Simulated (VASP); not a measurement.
Crystal: SmO2.

```
Sm O
1.0
     3.04695    0.00000    0.00000
    -1.52348    2.63874    0.00000
     0.00000    0.00000    4.65218
Sm O
1 2
Cartesian
  0.0000 0.0000 0.0000
  1.5235 0.8796 1.2277
  0.0000 1.7592 3.4245
```

The cell was generated, and may not be a known phase.

| Property | Result |
| --- | --- |
| Program | VASP 6.6.1 |
| Task | relaxation of cell and atoms |
| Functional | PBE |
| Potentials or basis | VASP PAW PBE potentials, release 64 (Sm_3, O), 4f in core |
| Cutoff | 600 eV |
| k mesh | 6 × 6 × 4 |
| Occupations | gaussian, width 0.1 eV |
| Spin | no spin polarisation |

At the start: pressure 59.1 GPa; volume 12.47 Å³/atom.

Q: How do energy, volume and symmetry change on relaxing?

A: Over 11 steps the energy falls by 1026.6 meV/atom and the volume is 16.16 Å³/atom (+29.6 %); space group P-3m1 (No. 164, to 0.1 Å) before and after.

The path:
```
step  energy change (eV)  largest force (eV/Å)  pressure (GPa)  volume (Å³)
   1              0.0000                1.6511           59.07        37.40
   2             -0.6676                3.0235          -23.26        67.40
   3             -2.3204                2.1305           -4.40        50.88
   4             -2.3228                2.0876           -3.70        50.57
   5             -2.9228                1.0753           -4.11        50.55
   6             -3.0395                0.4765           -5.14        50.27
   7             -3.0282                0.3933            7.02        46.42
   8             -3.0784                0.0954            0.09        48.42
   9             -3.0784                0.0872            0.21        48.38
  10             -3.0793                0.0540            0.17        48.42
  11             -3.0798                0.0110            0.13        48.47
```

Final structure:
```xyz
3
Lattice="3.6754 0.0000 0.0000 -1.8377 3.1830 0.0000 0.0000 0.0000 4.1436" Properties=species:S:1:pos:R:3 pbc="T T T"
Sm    0.0000    0.0000    4.1436
O     1.8377    1.0610    0.9834
O     0.0000    2.1220    3.1602
```

Caveat: the k points lie up to 0.38 Å⁻¹ apart in the final cell, too coarse for converged energies and pressures of a metal; the volume moved by over 15 % at a fixed basis, so the end points are rough; an odd number of electrons without spin polarisation forces a metal; a magnetic or distorted state may lie lower; the run has no spin polarisation, though such a crystal can be magnetic.
